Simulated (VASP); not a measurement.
Here is a VASP 6.6.1 calculation.

Contents of INCAR:

```
SYSTEM = Al
ALGO = Normal ; EDIFF = 1E-6
ENCUT = 520 ; GGA = PS
ISIF = 2 ; ISMEAR = 1
LASPH = .True. ; LCHARG = .False.
LREAL = .False. ; LWAVE = .False.
NBANDS = 8 ; NELM = 60
PREC = Accurate ; SIGMA = 0.1
```

File KPOINTS:

```
k-points
0
Gamma
  4 4 4
  0 0 0
```

File POSCAR:

```
Al
1.0
    0.0000000000      2.0248100000      2.0248100000
    2.0248100000      0.0000000000      2.0248100000
    2.0248100000      2.0248100000      0.0000000000
Al
1
Direct
    0.0000000000      0.0000000000      0.0000000000
```

Potentials or basis: VASP PAW PBE potentials, release 64 (Al).

The run is started by

```sh
$ cat potpaw_PBE.64/Al/POTCAR > POTCAR
$ mpirun -np 1 vasp_std > vasp.out
```

Task: Estimate the pressure.

Result: -1.3 GPa.

Caveat: the k points lie up to 0.67 Å⁻¹ apart; the PAW data sets were made with another functional, which shifts forces and pressure a little.
